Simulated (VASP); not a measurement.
Here is a VASP 6.6.1 calculation.

The input INCAR:

```
SYSTEM = TiN
PREC = Accurate
ENCUT = 520
EDIFF = 1E-6
ISMEAR = -1
SIGMA = 0.08
LREAL = .FALSE.
LASPH = .TRUE.
NELM = 60
ALGO = Normal
ISIF = 2
LWAVE = .FALSE.
LCHARG = .FALSE.
NBANDS = 16
```

The input KPOINTS:

```
regular mesh
0
G
  17 17 17
  0 0 0
```

The input POSCAR:

```
TiN
1.0
    0.0000000000      1.8695268088      1.8695268088
    1.8695268088      0.0000000000      1.8695268088
    1.8695268088      1.8695268088      0.0000000000
Ti N
1 1
Direct
    0.0000000000      0.0000000000      0.0000000000
    0.5000000000      0.5000000000      0.5000000000
```

Potentials or basis: VASP PAW LDA potentials, release 64 (Ti_sv, N).

The run is started by

```bash
$ cat potpaw_LDA.64/Ti_sv/POTCAR potpaw_LDA.64/N/POTCAR > POTCAR
$ mpirun -np 1 vasp_std > vasp.out
```

Question: Estimate the pressure.

Answer: 209.6 GPa.
